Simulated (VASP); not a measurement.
# Pt (P6_3/mmc) in VASP: further runs

The runs below take Pt through single point, with RPBE.

All numbers are computed with VASP 6.6.1; they aren't measurements. Logs are shortened: lines on timing, memory, paths and dates and some standing lists are left out, and cuts for length are marked.

## Step 1: The cell of the first run

The structure is hexagonal, space group P6_3/mmc (No. 194). The conventional cell has a = 2.782 Å, b = 2.782 Å, c = 4.788 Å, α = 90.00°, β = 90.00°, γ = 120.00°. Within 3.7 Å of Pt (site symmetry -6m2) lie 12 Pt at 2.78 to 2.88 Å.

## Step 2: Single point, RPBE

INCAR reads:

```
SYSTEM = Pt
PREC = Accurate
ENCUT = 520
EDIFF = 1E-6
ISMEAR = -1
SIGMA = 0.1
LREAL = .FALSE.
LASPH = .TRUE.
NELM = 100
ALGO = Normal
ISIF = 2
LWAVE = .FALSE.
LCHARG = .FALSE.
GGA = RP
NBANDS = 17
```

KPOINTS reads:

```
Automatic mesh
0
G
  13 13 7
  0 0 0
```

POSCAR reads:

```
Pt
1.0
    2.7821340467      0.0000000000      0.0000000000
   -1.3910670233      2.4093987611      0.0000000000
    0.0000000000      0.0000000000      4.7878454122
Pt
2
Direct
    0.3333333333      0.6666666667      0.2500000000
    0.6666666667      0.3333333333      0.7500000000
```

Potentials or basis: VASP PAW PBE potentials, release 64 (Pt).

Run with:

```console
> cat potpaw_PBE.64/Pt/POTCAR > POTCAR
> mpirun -np 1 vasp_std > vasp.out
```

OUTCAR:

```text
SYSTEM = Pt
   PREC = Accurate
   ENCUT = 520
   EDIFF = 1E-6
   ISMEAR = -1
   LREAL = .FALSE.
   LASPH = .TRUE.
   NELM = 100
   ISIF = 2
   GGA = RP

 ion  position               nearest neighbor table
   1  0.333  0.667  0.250-   2 2.88   2 2.88   2 2.88   2 2.88   2 2.88   2 2.88
   2  0.667  0.333  0.750-   1 2.88   1 2.88   1 2.88   1 2.88   1 2.88   1 2.88

  LATTYP: Found a hexagonal cell.
 ALAT       =     2.7821340467
 C/A-ratio  =     1.7209254953

  Lattice vectors:

 A1 = (   2.7821340467,   0.0000000000,   0.0000000000)
 A2 = (  -1.3910670233,   2.4093987611,   0.0000000000)
 A3 = (   0.0000000000,   0.0000000000,   4.7878454122)

Analysis of symmetry for initial positions (statically):
=====================================================================
 Subroutine PRICEL returns:
 Original cell was already a primitive cell.

 Routine SETGRP: Setting up the symmetry group for a
 hexagonal supercell.

 Subroutine GETGRP returns: Found 24 space group operations
 (whereof 12 operations were pure point group operations)
 out of a pool of 24 trial point group operations.

The static configuration has the point symmetry D_3d.
 The point group associated with its full space group is D_6h.

Analysis of symmetry for dynamics (positions and initial velocities):
=====================================================================
 Subroutine PRICEL returns:
 Original cell was already a primitive cell.

 Routine SETGRP: Setting up the symmetry group for a
 hexagonal supercell.

 Subroutine GETGRP returns: Found 24 space group operations
 (whereof 12 operations were pure point group operations)
 out of a pool of 24 trial point group operations.

The dynamic configuration has the point symmetry D_3d.
 The point group associated with its full space group is D_6h.

 Subroutine INISYM returns: Found 24 space group operations
 (whereof 12 operations are pure point group operations),
 and found     1 'primitive' translations

----------------------------------------------------------------------------------------

                                     Primitive cell

  volume of cell :      32.0942

  direct lattice vectors                    reciprocal lattice vectors
     2.782134047  0.000000000  0.000000000     0.359436312  0.207520651  0.000000000
    -1.391067023  2.409398761  0.000000000     0.000000000  0.415041302  0.000000000
     0.000000000  0.000000000  4.787845412     0.000000000  0.000000000  0.208862215

  length of vectors
     2.782134047  2.782134047  4.787845412     0.415041302  0.415041302  0.208862215

  position of ions in fractional coordinates (direct lattice)
     0.333333333  0.666666667  0.250000000
     0.666666667  0.333333333  0.750000000

  ion indices of the primitive-cell ions
   primitive index   ion index
                 1           1
                 2           2

----------------------------------------------------------------------------------------

 KPOINTS: Automatic mesh

Automatic generation of k-mesh.
 Grid dimensions read from file:
 generate k-points for:   13   13    7

 Generating k-lattice:

  Cartesian coordinates                     Fractional coordinates (reciprocal lattice)
     0.027648947  0.015963127  0.000000000     0.076923077  0.000000000  0.000000000
     0.000000000  0.031926254  0.000000000     0.000000000  0.076923077  0.000000000
     0.000000000  0.000000000  0.029837459     0.000000000  0.000000000  0.142857143

  Length of vectors
     0.031926254  0.031926254  0.029837459

  Shift w.r.t. Gamma in fractional coordinates (k-lattice)
     0.000000000  0.000000000  0.000000000

 Subroutine IBZKPT returns following result:
 ===========================================

 Found     84 irreducible k-points:

 Following reciprocal coordinates:
            Coordinates               Weight
  0.000000  0.000000  0.000000      1.000000
  0.076923 -0.000000  0.000000      6.000000
  0.153846  0.000000  0.000000      6.000000
  0.230769 -0.000000  0.000000      6.000000
  0.307692  0.000000  0.000000      6.000000
  0.384615  0.000000  0.000000      6.000000
[... 16 lines left out ...]
  0.076923 -0.000000  0.142857     12.000000
  0.153846  0.000000  0.142857     12.000000
 [... further k-points ...]
   k-points           NKPTS =     84   k-points in BZ     NKDIM =     84   number of bands    NBANDS=     17
   number of dos      NEDOS =    301   number of ions     NIONS =      2
   total plane-waves  NPLWV =  20736
   dimension x,y,z NGX =    24 NGY =   24 NGZ =   36
   dimension x,y,z NGXF=    48 NGYF=   48 NGZF=   72
   ions per type =               2
   NGX,Y,Z   is equivalent  to a cutoff of  14.34, 14.34, 12.50 a.u.
   NGXF,Y,Z  is equivalent  to a cutoff of  28.68, 28.68, 25.00 a.u.
 SYSTEM =  Pt
   PREC   = accura    normal or accurate (medium, high low for compatibility)
   ISTART =      0    job   : 0-new  1-cont  2-samecut
   ICHARG =      2    charge: 1-file 2-atom 10-const
   ISPIN  =      1    spin polarized calculation?
   LNONCOLLINEAR =      F non collinear calculations
   LSORBIT =      F    spin-orbit coupling
   LASPH  =      T    aspherical Exc in radial PAW
   ENCUT  =  520.0 eV  38.22 Ry    6.18 a.u.   5.17  5.17  8.90*2*pi/ulx,y,z
   NELM   =    100;   NELMIN=  2; NELMDL= -5     # of ELM steps
   EDIFF  = 0.1E-05   stopping-criterion for ELM
   LREAL  =      F    real-space projection
   EDIFFG = 0.1E-04   stopping-criterion for IOM
   NSW    =      0    number of steps for IOM
   IBRION =     -1    ionic relax: 0-MD 1-quasi-New 2-CG
   NFREE  =      0    steps in history (QN), initial steepest desc. (CG)
   ISIF   =      2    stress and relaxation
   ISYM   =      2    0-nonsym 1-usesym 2-fastsym
   POTIM  = 0.5000    time-step for ionic-motion
   TEBEG  =    0.0;   TEEND  =   0.0 temperature during run
   PSTRESS=    0.0 pullay stress
   NELECT =      20.0000    total number of electrons
   NUPDOWN=      -1.0000    fix difference up-down
   EMIN   =  10.00;   EMAX   =-10.00  energy-range for DOS
   EFERMI =   0.00;   METHOD = LEGACY
   ISMEAR =    -1;   SIGMA  =   0.10  broadening in eV -4-tet -1-fermi 0-gaus
   EFERMI_NEDOS =   21; number of points for ismear=-14 and -15
   IALGO  =     38    algorithm
   IMIX   =      4    mixing-type and parameters
     AMIX     =   0.40;   BMIX     =  1.00
     AMIX_MAG =   1.60;   BMIX_MAG =  1.00
  volume/ion in A,a.u.               =      16.05       108.29
  Fermi-wavevector in a.u.,A,eV,Ry     =   1.398329  2.642458 26.603779  1.955323
  Thomas-Fermi vector in A             =   2.521497
   LORBIT       =      0    0 simple, 1 ext, 2 COOP (PROOUT), +10 PAW based schemes
   GGA     = RP    functional components
   LHFCALC =     F    Hartree Fock is set to
   AEXX    =    0.0000 exact exchange contribution
   IVDW    =     0    specifies the selected vdW correction
   LEPSILON=     F    determine dielectric tensor
   LRPA    =     F    only Hartree local field effects (RPA)
 non-spin polarized calculation
  energy-cutoff  :      520.00
  volume of cell :       32.09
 maximum number of plane-waves:       881
 NGX is ok and might be reduce to    24
   NGX = 11   NGY = 11   NGZ = 17

 number of electron      20.0000003 magnetization

 Free energy of the ion-electron system (eV)
  ---------------------------------------------------
  ext. energy  EPLUGINS =         0.00000000
  ---------------------------------------------------
  free energy    TOTEN  =       -10.86639176 eV

  energy without entropy =      -10.74849802  energy(sigma->0) =      -10.80744489

 E-fermi :  10.1829     XC(G=0): -13.0547

 val. band max:       10.1823269614   @ k =   0.3846   0.0000   0.0000
 cond. band min:      10.1848063572   @ k =   0.4615   0.0000   0.0000
 fundamental gap:      0.0024793958
 Fermi energy:        10.1828694902

 k-point     1 :       0.0000    0.0000    0.0000
  band No.  band energies     occupation
      1       0.6898      2.00000
      2       3.3370      2.00000
      3       6.4136      2.00000
      4       6.8615      2.00000
      5       6.8615      2.00000
      6       7.2275      2.00000
[... 9 lines left out ...]
     16      27.4461      0.00000
     17      30.9614      0.00000

 k-point     2 :       0.0769   -0.0000    0.0000
  band No.  band energies     occupation
      1       0.8989      2.00000
      2       3.5265      2.00000
      3       6.3716      2.00000
      4       6.8752      2.00000
      5       7.0194      2.00000
      6       7.1318      2.00000
[... 9 lines left out ...]
     16      27.6643      0.00000
     17      29.8265      0.00000

 k-point     3 :       0.1538    0.0000    0.0000
  band No.  band energies     occupation
      1       1.4964      2.00000
      2       4.0215      2.00000
      3       6.1734      2.00000
      4       6.7946      2.00000
      5       7.1365      2.00000
      6       7.2043      2.00000
[... 9 lines left out ...]
     16      27.5695      0.00000
     17      28.1869      0.00000

 k-point     4 :       0.2308   -0.0000    0.0000
  band No.  band energies     occupation
      1       2.3716      2.00000
      2       4.4814      2.00000
      3       6.1231      2.00000
      4       6.1926      2.00000
      5       6.5359      2.00000
      6       7.7146      2.00000
[... 9 lines left out ...]
     16      26.5923      0.00000
     17      28.4206      0.00000
[... 343 lines left out ...]
      1       0.8633      2.00000
      2       3.3121      2.00000
      3       6.3689      2.00000
      4       6.8339      2.00000
      5       6.8339      2.00000
      6       7.1759      2.00000
[... 9 lines left out ...]
     16      27.0740      0.00000
     17      30.3682      0.00000

 k-point    23 :       0.0769   -0.0000    0.1429
  band No.  band energies     occupation
      1       1.0707      2.00000
      2       3.5065      2.00000
      3       6.3583      2.00000
      4       6.7890      2.00000
      5       6.9851      2.00000
      6       7.0407      2.00000
[... 9 lines left out ...]
     16      27.3119      0.00000
     17      29.2380      0.00000

 k-point    24 :       0.1538    0.0000    0.1429
  band No.  band energies     occupation
      1       1.6597      2.00000
      2       4.0183      2.00000
      3       6.2072      2.00000
      4       6.6102      2.00000
      5       6.7838      2.00000
      6       7.3691      2.00000
[... 9 lines left out ...]
     16      27.6506      0.00000
     17      28.3042      0.00000

 [... further k-points ...]

------------------------ aborting loop because EDIFF is reached ----------------------------------------

  FORCE on cell =-STRESS in cart. coord.  units (eV):
  Direction    XX          YY          ZZ          XY          YZ          ZX
  --------------------------------------------------------------------------------------
  -------------------------------------------------------------------------------------
  Total       -0.0981448     -0.0981448     -0.1105492     -0.0000000     -0.0000000      0.0000000
  in kB       -4.8994941     -4.8994941     -5.5187337     -0.0000000     -0.0000000      0.0000000
  external PRESSURE =      -5.1059073 kB  Pullay stress =       0.0000000 kB

 VOLUME and BASIS-vectors are now :
 -----------------------------------------------------------------------------
  energy-cutoff  :      520.00
  volume of cell :       32.09
      direct lattice vectors                 reciprocal lattice vectors
     2.782134047  0.000000000  0.000000000     0.359436312  0.207520651  0.000000000
    -1.391067023  2.409398761  0.000000000     0.000000000  0.415041302  0.000000000
     0.000000000  0.000000000  4.787845412     0.000000000  0.000000000  0.208862215

 POSITION                                       TOTAL-FORCE (eV/Angst)
 -----------------------------------------------------------------------------------
     -0.00000      1.60627      1.19696         0.000000      0.000000      0.000000
      1.39107      0.80313      3.59088        -0.000000      0.000000      0.000000
 -----------------------------------------------------------------------------------
    total drift:                                0.000000     -0.000000      0.000000

  FREE ENERGIE OF THE ION-ELECTRON SYSTEM (eV)
  ---------------------------------------------------
  free  energy   TOTEN  =       -10.8663917572 eV

  energy  without entropy=      -10.7484980235  energy(sigma->0) =      -10.80744489
```

Wall time 20 s (1 thread of AMD EPYC 9R45 (Zen 5), shared host); peak memory 0.15 GiB.

Results:

```yaml
Free_energy: -10.8664 eV
Pressure: -0.5 GPa
Band_gap_on_the_k_mesh: zero (band 10 reaches 10.55 eV, above the bottom of band 11 at 9.46 eV)
```

Levels at points of the mesh, in eV from the Fermi level:
```csv
k point,band 7,band 8,band 9,band 10,band 11,band 12,band 13,band 14
"(0.00, 0.00, 0.00)",-2.96,-1.82,-1.82,-0.57,-0.24,-0.24,4.70,15.08
```

Caveat: the PAW data sets were made with another functional, which shifts forces and pressure a little; spin-orbit coupling is left out, which moves the levels of the heavy elements.

## Step 3: Single point, RPBE (volume scaled by 0.88)

INCAR reads:

```
SYSTEM = Pt
PREC = Accurate ; ENCUT = 520
EDIFF = 1E-6 ; ISMEAR = -1
SIGMA = 0.1 ; LREAL = .FALSE.
LASPH = .TRUE. ; NELM = 60
ALGO = Normal ; ISIF = 2
LWAVE = .FALSE. ; LCHARG = .FALSE.
GGA = RP ; NBANDS = 17
```

KPOINTS reads:

```
regular mesh
0
G
  15 15 8
  0 0 0
```

POSCAR reads:

```
Pt
1.0
    2.6660744632      0.0000000000      0.0000000000
   -1.3330372316      2.3088882135      0.0000000000
    0.0000000000      0.0000000000      4.5881155161
Pt
2
Direct
    0.3333333333      0.6666666667      0.2500000000
    0.6666666667      0.3333333333      0.7500000000
```

Potentials or basis: VASP PAW PBE potentials, release 64 (Pt).

Run with:

```console
> cat potpaw_PBE.64/Pt/POTCAR > POTCAR
> mpirun -np 1 vasp_std > vasp.out
```

It took 24 s on 1 thread of AMD EPYC 9R45 (Zen 5), shared host; peak memory 0.15 GiB.

Results (log left out):

```
Free energy            : -10.4507 eV
Pressure               : 40.0 GPa
Band gap on the k mesh : zero (band 10 reaches 13.15 eV, above the bottom of band 11 at 11.66 eV)
```

Stress tensor (GPa, compression positive):
```
41.31  0.00  0.00
 0.00 41.31  0.00
 0.00  0.00 37.49
```

Levels at points of the mesh, in eV from the Fermi level:
| k point | band 7 | band 8 | band 9 | band 10 | band 11 | band 12 | band 13 | band 14 |
| --- | --- | --- | --- | --- | --- | --- | --- | --- |
| (0.00, 0.00, 0.00) | -3.63 | -2.25 | -2.25 | -1.16 | -0.29 | -0.29 | 5.59 | 14.79 |
| (0.00, 0.00, 0.50) | -4.09 | -4.09 | -0.97 | -0.97 | -0.97 | -0.97 | 12.82 | 12.82 |

Caveat: the PAW data sets were made with another functional, which shifts forces and pressure a little; spin-orbit coupling is left out, which moves the levels of the heavy elements.

## Step 4: Single point, RPBE (volume scaled by 0.92)

INCAR reads:

```
ALGO = Normal ; EDIFF = 1E-6
ENCUT = 520 ; GGA = RP
ISIF = 2 ; ISMEAR = -1
LASPH = T ; LCHARG = T
LELF = T ; LREAL = F
LVHAR = T ; LWAVE = F
NBANDS = 17 ; NELM = 60
PREC = Accurate ; SIGMA = 0.1
```

KPOINTS reads:

```
k-points
0
Gamma
  15 15 8
```

POSCAR reads:

```
Pt
1.0
    2.7058724868      0.0000000000      0.0000000000
   -1.3529362434      2.3433543130      0.0000000000
    0.0000000000      0.0000000000      4.6566049496
Pt
2
Direct
    0.3333333333      0.6666666667      0.2500000000
    0.6666666667      0.3333333333      0.7500000000
```

Run with:

```console
> cat potpaw_PBE.64/Pt/POTCAR > POTCAR
> mpirun -np 1 vasp_std > vasp.out
```

It took 23 s on 1 thread of AMD EPYC 9R45 (Zen 5), shared host; peak memory 0.15 GiB.

It converged, with:

```
Free energy            : -10.7014 eV
Pressure               : 22.9 GPa
Band gap on the k mesh : zero (band 10 reaches 12.21 eV, above the bottom of band 11 at 10.84 eV)
```

Stress tensor (GPa, compression positive):
```
23.64  0.00  0.00
 0.00 23.64  0.00
 0.00  0.00 21.47
```

Levels at points of the mesh, in eV from the Fermi level:
| k point | band 7 | band 8 | band 9 | band 10 | band 11 | band 12 | band 13 | band 14 |
| --- | --- | --- | --- | --- | --- | --- | --- | --- |
| (0.00, 0.00, 0.00) | -3.38 | -2.09 | -2.09 | -0.95 | -0.27 | -0.27 | 5.26 | 14.92 |
| (0.00, 0.00, 0.50) | -3.80 | -3.80 | -0.91 | -0.91 | -0.91 | -0.91 | 12.55 | 12.55 |

Caveat: the PAW data sets were made with another functional, which shifts forces and pressure a little; spin-orbit coupling is left out, which moves the levels of the heavy elements.

## Step 5: Overview

| cell | k mesh | gap on the mesh (eV) | pressure (GPa) |
| --- | --- | --- | --- |
| a = 2.782, b = 2.782, c = 4.788 Å, angles 90.0, 90.0, 120.0°, 2 atoms | 13 × 13 × 7 | none | -0.5 |
| a = 2.666, b = 2.666, c = 4.588 Å, angles 90.0, 90.0, 120.0°, 2 atoms | 15 × 15 × 8 | none | 40.0 |
| a = 2.706, b = 2.706, c = 4.657 Å, angles 90.0, 90.0, 120.0°, 2 atoms | 15 × 15 × 8 | none | 22.9 |

Alike in all rows: task single point; level RPBE; potentials or basis VASP PAW PBE potentials, release 64 (Pt); no spin polarisation; cutoff (eV) 520; smearing fermi-dirac 0.1 eV.

Caveats: the PAW data sets were made with another functional, which shifts forces and pressure a little; spin-orbit coupling is left out, which moves the levels of the heavy elements.

Total energies depend on the potentials used, so only differences within one code and one set of settings carry meaning.
